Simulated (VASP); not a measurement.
# GaSb in VASP: further runs

The runs below take GaSb through single point, with PBEsol.

Program: VASP 6.6.1. These are calculated values, not measurements. Logs are shortened: lines on timing, memory, paths and dates and some standing lists are left out, and cuts for length are marked.

## 1. The cell of the first run

The cell holds a wire or tube with vacuum around it, 2 atoms: a = 9.000 Å, b = 9.300 Å, c = 4.763 Å, α = 90.00°, β = 90.00°, γ = 90.00°.

## 2. Single point, PBEsol, collinear spin

The input, INCAR:

```
PREC     = Accurate       # precision mode
ENCUT    = 520            # plane-wave cutoff, eV
EDIFF    = 1E-6           # SCF threshold, eV
ISMEAR   = 0              # smearing method
SIGMA    = 0.05           # smearing width, eV
LREAL    = F              # projectors in reciprocal space
LASPH    = T              # aspherical terms in the spheres
NELM     = 150            # most SCF steps
ALGO     = Normal         # electronic algorithm
ISIF     = 2              # what is computed and relaxed
LWAVE    = F              # write WAVECAR
LCHARG   = F              # write CHGCAR
ISPIN    = 2              # spin polarisation
MAGMOM   = 0.5 0.5        # initial moments
LORBIT   = 11             # projections on sites
GGA      = PS             # functional
NBANDS   = 20             # bands
```

The input, KPOINTS:

```
regular mesh
0
Gamma
  1 1 14
```

The input, POSCAR:

```
GaSb
1.0
    9.0000000000      0.0000000000      0.0000000000
    0.0000000000      9.3000000000      0.0000000000
    0.0000000000      0.0000000000      4.7632312434
Ga Sb
1 1
Direct
    0.5000000000      0.5000000000      0.0000000000
    0.5000000000      0.5000000000      0.5000000000
```

Potentials or basis: VASP PAW PBE potentials, release 64 (Ga_d, Sb).

The run is started by

```
$ cat potpaw_PBE.64/Ga_d/POTCAR potpaw_PBE.64/Sb/POTCAR > POTCAR
$ mpirun -np 1 vasp_std > vasp.out
```

OUTCAR:

```text
PREC = Accurate
   ENCUT = 520
   EDIFF = 1E-6
   ISMEAR = 0
   LREAL = F
   LASPH = T
   NELM = 150
   ISIF = 2
   ISPIN = 2
   LORBIT = 11
   GGA = PS

 ion  position               nearest neighbor table
   1  0.500  0.500  0.000-   2 2.38   2 2.38
   2  0.500  0.500  0.500-   1 2.38   1 2.38

  LATTYP: Found a simple orthorhombic cell.
 ALAT       =     4.7632312434
 B/A-ratio  =     1.8894736661
 C/A-ratio  =     1.9524561216

  Lattice vectors:

 A1 = (   0.0000000000,   0.0000000000,   4.7632312434)
 A2 = (   9.0000000000,   0.0000000000,   0.0000000000)
 A3 = (   0.0000000000,   9.3000000000,   0.0000000000)

Analysis of symmetry for initial positions (statically):
=====================================================================
 Subroutine PRICEL returns:
 Original cell was already a primitive cell.

 Routine SETGRP: Setting up the symmetry group for a
 simple orthorhombic supercell.

 Subroutine GETGRP returns: Found  8 space group operations
 (whereof  8 operations were pure point group operations)
 out of a pool of  8 trial point group operations.

The static configuration has the point symmetry D_2h.

Analysis of symmetry for dynamics (positions and initial velocities):
=====================================================================
 Subroutine PRICEL returns:
 Original cell was already a primitive cell.

 Routine SETGRP: Setting up the symmetry group for a
 simple orthorhombic supercell.

 Subroutine GETGRP returns: Found  8 space group operations
 (whereof  8 operations were pure point group operations)
 out of a pool of  8 trial point group operations.

The dynamic configuration has the point symmetry D_2h.

Analysis of structural, dynamic, and magnetic symmetry:
=====================================================================
 Subroutine PRICEL returns:
 Original cell was already a primitive cell.

 Routine SETGRP: Setting up the symmetry group for a
 simple orthorhombic supercell.

 Subroutine GETGRP returns: Found  8 space group operations
 (whereof  8 operations were pure point group operations)
 out of a pool of  8 trial point group operations.

The overall configuration has the point symmetry D_2h.

 Subroutine INISYM returns: Found  8 space group operations
 (whereof  8 operations are pure point group operations),
 and found     1 'primitive' translations

----------------------------------------------------------------------------------------

                                     Primitive cell

  volume of cell :     398.6825

  direct lattice vectors                    reciprocal lattice vectors
     9.000000000  0.000000000  0.000000000     0.111111111  0.000000000  0.000000000
     0.000000000  9.300000000  0.000000000     0.000000000  0.107526882  0.000000000
     0.000000000  0.000000000  4.763231243     0.000000000  0.000000000  0.209941518

  length of vectors
     9.000000000  9.300000000  4.763231243     0.111111111  0.107526882  0.209941518

  position of ions in fractional coordinates (direct lattice)
     0.500000000  0.500000000  0.000000000
     0.500000000  0.500000000  0.500000000

  ion indices of the primitive-cell ions
   primitive index   ion index
                 1           1
                 2           2

----------------------------------------------------------------------------------------

 KPOINTS: regular mesh

Automatic generation of k-mesh.
 Grid dimensions read from file:
 generate k-points for:    1    1   14

 Generating k-lattice:

  Cartesian coordinates                     Fractional coordinates (reciprocal lattice)
     0.111111111  0.000000000  0.000000000     1.000000000  0.000000000  0.000000000
     0.000000000  0.107526882  0.000000000     0.000000000  1.000000000  0.000000000
     0.000000000  0.000000000  0.014995823     0.000000000  0.000000000  0.071428571

  Length of vectors
     0.111111111  0.107526882  0.014995823

  Shift w.r.t. Gamma in fractional coordinates (k-lattice)
     0.000000000  0.000000000  0.000000000

 Subroutine IBZKPT returns following result:
 ===========================================

 Found      8 irreducible k-points:

 Following reciprocal coordinates:
            Coordinates               Weight
  0.000000  0.000000  0.000000      1.000000
  0.000000  0.000000  0.071429      2.000000
  0.000000  0.000000  0.142857      2.000000
  0.000000  0.000000  0.214286      2.000000
  0.000000  0.000000  0.285714      2.000000
  0.000000  0.000000  0.357143      2.000000
  0.000000  0.000000  0.428571      2.000000
  0.000000  0.000000  0.500000      1.000000
   k-points           NKPTS =      8   k-points in BZ     NKDIM =      8   number of bands    NBANDS=     20
   number of dos      NEDOS =    301   number of ions     NIONS =      2
   total plane-waves  NPLWV = 176400
   dimension x,y,z NGX =    70 NGY =   70 NGZ =   36
   dimension x,y,z NGXF=   140 NGYF=  140 NGZF=   72
   ions per type =               1   1
   NGX,Y,Z   is equivalent  to a cutoff of  12.93, 12.51, 12.56 a.u.
   NGXF,Y,Z  is equivalent  to a cutoff of  25.86, 25.03, 25.13 a.u.
 SYSTEM =  unknown system
   PREC   = accura    normal or accurate (medium, high low for compatibility)
   ISTART =      0    job   : 0-new  1-cont  2-samecut
   ICHARG =      2    charge: 1-file 2-atom 10-const
   ISPIN  =      2    spin polarized calculation?
   LNONCOLLINEAR =      F non collinear calculations
   LSORBIT =      F    spin-orbit coupling
   LASPH  =      T    aspherical Exc in radial PAW
   ENCUT  =  520.0 eV  38.22 Ry    6.18 a.u.  16.73 17.29  8.86*2*pi/ulx,y,z
   NELM   =    150;   NELMIN=  2; NELMDL= -5     # of ELM steps
   EDIFF  = 0.1E-05   stopping-criterion for ELM
   LREAL  =      F    real-space projection
   EDIFFG = 0.1E-04   stopping-criterion for IOM
   NSW    =      0    number of steps for IOM
   IBRION =     -1    ionic relax: 0-MD 1-quasi-New 2-CG
   NFREE  =      0    steps in history (QN), initial steepest desc. (CG)
   ISIF   =      2    stress and relaxation
   ISYM   =      2    0-nonsym 1-usesym 2-fastsym
   POTIM  = 0.5000    time-step for ionic-motion
   TEBEG  =    0.0;   TEEND  =   0.0 temperature during run
   PSTRESS=    0.0 pullay stress
   NELECT =      18.0000    total number of electrons
   NUPDOWN=      -1.0000    fix difference up-down
   EMIN   =  10.00;   EMAX   =-10.00  energy-range for DOS
   EFERMI =   0.00;   METHOD = LEGACY
   ISMEAR =     0;   SIGMA  =   0.05  broadening in eV -4-tet -1-fermi 0-gaus
   EFERMI_NEDOS =   21; number of points for ismear=-14 and -15
   IALGO  =     38    algorithm
   IMIX   =      4    mixing-type and parameters
     AMIX     =   0.40;   BMIX     =  1.00
     AMIX_MAG =   1.60;   BMIX_MAG =  1.00
  volume/ion in A,a.u.               =     199.34      1345.22
  Fermi-wavevector in a.u.,A,eV,Ry     =   0.582939  1.101595  4.623507  0.339818
  Thomas-Fermi vector in A             =   1.628042
   LORBIT       =     11    0 simple, 1 ext, 2 COOP (PROOUT), +10 PAW based schemes
   GGA     = PS    functional components
   LHFCALC =     F    Hartree Fock is set to
   AEXX    =    0.0000 exact exchange contribution
   IVDW    =     0    specifies the selected vdW correction
   LEPSILON=     F    determine dielectric tensor
   LRPA    =     F    only Hartree local field effects (RPA)
 spin polarized calculation
 Gauss-broadening in eV      SIGMA  =   0.05
  energy-cutoff  :      520.00
  volume of cell :      398.68
 maximum number of plane-waves:     10771
 NGX is ok and might be reduce to    70
   NGX = 33   NGY = 35   NGZ = 17

 number of electron      18.0000003 magnetization       0.4285142

 Free energy of the ion-electron system (eV)
  ---------------------------------------------------
  ext. energy  EPLUGINS =         0.00000000
  ---------------------------------------------------
  free energy    TOTEN  =        -5.04255807 eV

  energy without entropy =       -5.03976606  energy(sigma->0) =       -5.04116207

 E-fermi :  -3.7662     XC(G=0):  -2.4266

 val. band max:       -3.7960647501   @ k =   0.0000   0.0000   0.5000
 cond. band min:      -3.7358667244   @ k =   0.0000   0.0000   0.1429
 fundamental gap:      0.0601980257
 Fermi energy:        -3.7662413365

 spin component 1

 k-point     1 :       0.0000    0.0000    0.0000
  band No.  band energies     occupation
      1     -19.0747      1.00000
      2     -18.8427      1.00000
      3     -18.8426      1.00000
      4     -18.7757      1.00000
      5     -18.7757      1.00000
      6     -13.3335      1.00000
[... 12 lines left out ...]
     19       3.9968      0.00000
     20       4.0020      0.00000
[... 139 lines left out ...]
 k-point     8 :       0.0000    0.0000    0.5000
  band No.  band energies     occupation
      1     -19.0463      1.00000
      2     -18.8565      1.00000
      3     -18.8565      1.00000
      4     -18.7758      1.00000
      5     -18.7758      1.00000
      6     -12.6393      1.00000
[... 12 lines left out ...]
     19       3.8553      0.00000
     20       3.9443      0.00000
 Fermi energy:        -3.7662413365

 spin component 2

 k-point     1 :       0.0000    0.0000    0.0000
  band No.  band energies     occupation
      1     -19.0665      1.00000
      2     -18.8357      1.00000
      3     -18.8356      1.00000
      4     -18.7744      1.00000
      5     -18.7744      1.00000
      6     -13.1686      1.00000
[... 12 lines left out ...]
     19       4.1453      0.00000
     20       4.1504      0.00000
[... 139 lines left out ...]
 k-point     8 :       0.0000    0.0000    0.5000
  band No.  band energies     occupation
      1     -19.0422      1.00000
      2     -18.8492      1.00000
      3     -18.8492      1.00000
      4     -18.7745      1.00000
      5     -18.7745      1.00000
      6     -12.4158      1.00000
[... 12 lines left out ...]
     19       3.8799      0.00000
     20       4.0286      0.00000

------------------------ aborting loop because EDIFF is reached ----------------------------------------

  FORCE on cell =-STRESS in cart. coord.  units (eV):
  Direction    XX          YY          ZZ          XY          YZ          ZX
  --------------------------------------------------------------------------------------
  -------------------------------------------------------------------------------------
  Total        0.0598553      0.0437166      4.2615125      0.0000000      0.0000000      0.0000000
  in kB        0.2405392      0.1756831     17.1256562      0.0000000      0.0000000      0.0000000
  external PRESSURE =       5.8472929 kB  Pullay stress =       0.0000000 kB

 VOLUME and BASIS-vectors are now :
 -----------------------------------------------------------------------------
  energy-cutoff  :      520.00
  volume of cell :      398.68
      direct lattice vectors                 reciprocal lattice vectors
     9.000000000  0.000000000  0.000000000     0.111111111  0.000000000  0.000000000
     0.000000000  9.300000000  0.000000000     0.000000000  0.107526882  0.000000000
     0.000000000  0.000000000  4.763231243     0.000000000  0.000000000  0.209941518

 POSITION                                       TOTAL-FORCE (eV/Angst)
 -----------------------------------------------------------------------------------
      4.50000      4.65000      0.00000         0.000000      0.000000      0.000000
      4.50000      4.65000      2.38162         0.000000      0.000000      0.000000
 -----------------------------------------------------------------------------------
    total drift:                                0.000000      0.000000      0.000000

  FREE ENERGIE OF THE ION-ELECTRON SYSTEM (eV)
  ---------------------------------------------------
  free  energy   TOTEN  =        -5.0425580710 eV

  energy  without entropy=       -5.0397660592  energy(sigma->0) =       -5.04116207

 total charge

# of ion       s       p       d       tot
------------------------------------------
    1        1.039   0.637   9.953  11.629
    2        1.160   1.325   0.019   2.503
--------------------------------------------------
tot          2.199   1.962   9.971  14.133

 magnetization (x)

# of ion       s       p       d       tot
------------------------------------------
    1        0.003  -0.010   0.010   0.003
    2        0.006   0.159   0.000   0.166
--------------------------------------------------
tot          0.009   0.149   0.010   0.168
```

It took 5.6 min on 1 thread of Intel Xeon 8259CL, shared host; peak memory 0.6 GiB.

What came out:

| Item | Value |
| --- | --- |
| Free energy | -5.0426 eV |
| Net moment | 0.43 μB per cell |
| Site moments | Ga +0.00; Sb +0.17 μB |
| Valence electrons inside the program's atomic spheres | Ga 11.63; Sb 2.50 |

Levels at points of the mesh, in eV from the Fermi level:
Spin up:
```csv
k point,band 6,band 7,band 8,band 9,band 10,band 11,band 12,band 13
"(0.00, 0.00, 0.00)",-9.57,-3.07,-1.52,-1.21,-1.21,3.93,4.82,4.82
"(0.00, 0.00, 0.50)",-8.87,-6.70,-0.03,-0.03,1.57,1.58,5.34,5.45
```
Spin down:
```
           k point  band 7  band 8  band 9  band 10  band 11  band 12
(0.00, 0.00, 0.00)   -2.97   -1.43   -1.00    -1.00     3.99     4.95
(0.00, 0.00, 0.50)   -6.66    0.28    0.28     1.60     1.60     5.46
```

Caveat: a moment this small can come from the mesh or the smearing; the PAW data sets were made with another functional, which shifts forces and pressure a little; spin-orbit coupling is left out, which moves the levels of the heavy elements.

## 3. Single point, PBEsol, collinear spin

This run uses another cell than the first one.

The input, INCAR:

```
ALGO = Normal
EDIFF = 1E-7
ENCUT = 520
GGA = PS
ISIF = 2
ISMEAR = 0
ISPIN = 2
LASPH = True
LCHARG = True
LELF = True
LORBIT = 11
LREAL = False
LVHAR = True
LWAVE = False
MAGMOM = 0.5 0.5
NBANDS = 20
NELM = 150
PREC = Accurate
SIGMA = 0.05
```

The input, KPOINTS:

```
k-points
0
Gamma
  1 1 14
```

The input, POSCAR:

```
GaSb
1.0
    9.0000000000      0.0000000000      0.0000000000
    0.0000000000      9.3000000000      0.0000000000
    0.0000000000      0.0000000000      5.0554945777
Ga Sb
1 1
Direct
    0.5000000000      0.5000000000     -0.0174951693
    0.5000000000      0.5000000000      0.4824951693
```

Potentials or basis: VASP PAW PBE potentials, release 64 (Ga_d, Sb).

The run is started by

```
$ cat potpaw_PBE.64/Ga_d/POTCAR potpaw_PBE.64/Sb/POTCAR > POTCAR
$ mpirun -np 1 vasp_std > vasp.out
```

Run time: 6.6 min. Hardware: 1 thread of Intel Xeon 8259CL, shared host; peak memory 0.63 GiB.

The run converged. Its results:

```
Free energy                                           : -5.2269 eV
Net moment                                            : 0.71 μB per cell
Site moments                                          : Ga -0.01; Sb +0.26 μB
Valence electrons inside the program's atomic spheres : Ga 11.54; Sb 2.44
```

Levels at points of the mesh, in eV from the Fermi level:
Spin up:
| k point | band 6 | band 7 | band 8 | band 9 | band 10 | band 11 | band 12 | band 13 |
| --- | --- | --- | --- | --- | --- | --- | --- | --- |
| (0.00, 0.00, 0.00) | -9.18 | -2.76 | -2.29 | -0.98 | -0.98 | 3.89 | 4.23 | 4.23 |
| (0.00, 0.00, 0.50) | -8.64 | -6.24 | -0.09 | -0.09 | 1.67 | 1.67 | 4.81 | 5.07 |
Spin down:
| k point | band 7 | band 8 | band 9 | band 10 | band 11 | band 12 |
| --- | --- | --- | --- | --- | --- | --- |
| (0.00, 0.00, 0.00) | -2.60 | -2.15 | -0.61 | -0.61 | 3.99 | 4.43 |
| (0.00, 0.00, 0.50) | -6.19 | 0.43 | 0.43 | 1.71 | 1.71 | 4.94 |

Caveat: the PAW data sets were made with another functional, which shifts forces and pressure a little; spin-orbit coupling is left out, which moves the levels of the heavy elements.
